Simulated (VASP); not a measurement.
Input of a VASP 6.6.1 run:

File POSCAR:

```
BP
1.0
    0.0000000000      2.2463100000      2.2690000000
    2.2690000000      0.0000000000      2.2690000000
    2.2690000000      2.2463100000      0.0000000000
B P
1 1
Direct
    0.0000000000      0.0000000000      0.0000000000
    0.7500000000      0.7500000000      0.7500000000
```

Contents of INCAR.step1:

```
  ALGO = Normal
  EDIFF = 1E-4
  ENCUT = 520
  GGA = PE
  ISMEAR = 0
  LASPH = T
  LCHARG = F
  LREAL = F
  LWAVE = T
  NBANDS = 11
  NELM = 80
  PREC = Accurate
  SIGMA = 0.05
```

File INCAR.step2:

```
  ALGO = Normal
  EDIFF = 1E-6
  ENCUT = 520
  ISIF = 2
  ISMEAR = 0
  ISTART = 1
  LASPH = T
  LCHARG = F
  LMIXTAU = T
  LREAL = F
  LWAVE = F
  METAGGA = R2SCAN
  NBANDS = 11
  NELM = 80
  PREC = Accurate
  SIGMA = 0.05
```

KPOINTS

```
k-points
0
Gamma
  10 10 10
```

Potentials or basis: VASP PAW PBE potentials, release 64 (B, P).

Command:

```sh
$ cat potpaw_PBE.64/B/POTCAR potpaw_PBE.64/P/POTCAR > POTCAR
$ cp INCAR.step1 INCAR
$ mpirun -np 1 vasp_std > vasp.out
$ cp INCAR.step2 INCAR
$ mpirun -np 1 vasp_std > vasp.out
```

(1) Predict the band gap on the k mesh.

(2) Predict the pressure.

Answers

(1) 1.27 eV, indirect (least direct gap 3.55 eV).

(2) 1.0 GPa.

Caveat: the cell differs from its parent crystal (strain -0.0100 x Voigt [0, 1, 0, 0, 0, 0]); the PAW data sets were made with another functional, which shifts forces and pressure a little.
